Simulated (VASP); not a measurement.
Set up this calculation in VASP 6.6.1, as the native input.

```
Task                   : single point
Functional             : PBEsol
Potentials or basis    : VASP PAW PBE potentials, release 64 (Au)
Cutoff                 : 520 eV
k mesh                 : 22 × 22 × 22
Occupations            : gaussian, width 0.15 eV
Spin                   : no spin polarisation
Dipole correction      : no
Further INCAR settings : ALGO = Fast; EDIFF = 1e-07; NBANDS = 12
```

The structure of Au lies in POSCAR:

```
Au
1.0
   -2.4360327815      1.7400234154      1.7400234154
    1.7400234154     -2.4360327815      1.7400234154
    1.7400234154      1.7400234154     -2.4360327815
Au
1
Direct
    0.0000000000      0.0000000000      0.0000000000
```

This cell differs from its parent crystal: ratio of the length along [111] to the lengths across it x 0.5, volume and fractional coordinates fixed.

One way to write it, as run:

INCAR

```
SYSTEM = Au
ALGO = Fast
EDIFF = 1E-7
ENCUT = 520
GGA = PS
ISIF = 2
ISMEAR = 0
LASPH = .TRUE.
LCHARG = .FALSE.
LREAL = .FALSE.
LWAVE = .FALSE.
NBANDS = 12
NELM = 80
PREC = Accurate
SIGMA = 0.15
```

KPOINTS

```
k-points
0
G
  22 22 22
  0 0 0
```

Potentials or basis: VASP PAW PBE potentials, release 64 (Au).

Command:

```sh
$ cat potpaw_PBE.64/Au/POTCAR > POTCAR
$ mpirun -np 1 vasp_std > vasp.out
```

It gave:

```json
{
  "Pressure": "208.5 GPa",
  "Band gap on the k mesh": "zero (an odd number of electrons rules out a gap without spin polarisation)"
}
```

Caveat: atoms lie so close that the PAW spheres overlap strongly, which falsifies energies and pressures; the cell stands under pressure; the PAW data sets were made with another functional, which shifts forces and pressure a little; spin-orbit coupling is left out, which moves the levels of the heavy elements.

It took 13 min on 1 thread of Intel Xeon 8259CL, on a shared host, peak memory 0.34 GiB.
